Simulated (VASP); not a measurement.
BN: single point with LDA

BN:

```
B N
1.0
     2.54395    0.00000    0.00000
    -1.27197    2.20313    0.00000
     0.00000    0.00000    4.20782
B N
2 2
Direct
  0.33333 0.66667 0.00020
  0.66667 0.33333 0.50020
  0.33333 0.66667 0.37480
  0.66667 0.33333 0.87480
```

| Quantity | Value |
| --- | --- |
| Program | VASP 6.6.1 |
| Task | single point |
| Functional | LDA |
| Potentials or basis | VASP PAW LDA potentials, release 64 (B, N) |
| Cutoff | 520 eV |
| k mesh | 6 × 6 × 4 |
| Occupations | gaussian, width 0.01 eV |
| Spin | no spin polarisation |
| Dipole correction | no |
| Further INCAR settings | ALGO = Normal; EDIFF = 1e-07; NBANDS = 16 |

```
Pressure               : -8.4 GPa
Band gap on the k mesh : 4.96 eV, indirect (least direct gap 8.20 eV)
```

Forces in eV/Å, atoms in the order of the input:
```
B    0.000  0.000 -0.003
B    0.000  0.000 -0.003
N    0.000  0.000  0.003
N    0.000  0.000  0.003
```

Stress tensor (GPa, compression positive):
```
-8.43  0.00  0.00
 0.00 -8.43  0.00
 0.00  0.00 -8.34
```

Levels at points of the mesh, in eV from the valence-band top:
| k point | band 4 | band 5 | band 6 | band 7 | band 8 | band 9 | band 10 | band 11 | band 12 | band 13 |
| --- | --- | --- | --- | --- | --- | --- | --- | --- | --- | --- |
| (0.00, 0.00, 0.00) | -2.14 | -2.14 | -0.27 | 0.00 | 0.00 | 8.24 | 8.24 | 8.50 | 9.62 | 10.85 |
| (0.50, 0.00, 0.00) | -7.79 | -6.91 | -5.02 | -4.47 | -2.13 | 6.62 | 7.82 | 10.48 | 11.44 | 12.86 |
| (0.00, 0.00, 0.50) | -5.70 | -1.18 | -1.18 | -1.18 | -1.18 | 9.47 | 9.47 | 9.80 | 9.80 | 9.80 |
| (0.50, 0.00, 0.50) | -10.04 | -3.79 | -3.79 | -3.58 | -3.58 | 6.50 | 6.50 | 9.98 | 9.98 | 14.14 |

Wall time 6.2 s on 1 thread of Intel(R) Xeon(R) Platinum 8259CL CPU @ 2.50GHz (Skylake/Cascade Lake), with other jobs on the host, peak memory 0.12 GiB.

Caveat: the k points lie up to 0.48 Å⁻¹ apart. A hybrid or GW would open this gap; LDA tends to underestimate it.
